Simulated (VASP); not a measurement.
Input of a VASP 6.6.1 run:

Contents of INCAR:

```
SYSTEM = Ge
  ALGO = Normal
  EDIFF = 1E-6
  ENCUT = 520
  GGA = PS
  ISIF = 2
  ISMEAR = -1
  LASPH = .TRUE.
  LCHARG = .FALSE.
  LREAL = .FALSE.
  LWAVE = .FALSE.
  NBANDS = 21
  NELM = 60
  PREC = Accurate
  SIGMA = 0.05
```

File KPOINTS:

```
k-points
0
G
  11 11 11
  0 0 0
```

The input POSCAR:

```
Ge
1.0
   -2.4791465020      2.6330714371      1.4273027698
    2.4791465020     -2.6330714371      1.4273027698
    2.4791465020      2.6330714371     -1.4273027698
Ge
2
Direct
    0.3140570000      0.0640570000      0.2500000000
    0.6859430000      0.9359430000      0.7500000000
```

Potentials or basis: VASP PAW PBE potentials, release 64 (Ge_d).

Command:

```console
$ cat potpaw_PBE.64/Ge_d/POTCAR > POTCAR
$ mpirun -np 1 vasp_std > vasp.out
```

Question: Estimate the pressure.

Answer: -1.1 GPa.

Question: Estimate the band gap on the k mesh.

Answer: Zero (band 14 reaches 8.77 eV, above the bottom of band 15 at 3.39 eV).

Question: Predict the largest force.

Answer: 0.057 eV/Å.

Stress tensor (GPa, compression positive):
```
 0.09  0.00  0.00
 0.00 -2.07  0.00
 0.00  0.00 -1.45
```

Caveat: the PAW data sets were made with another functional, which shifts forces and pressure a little.
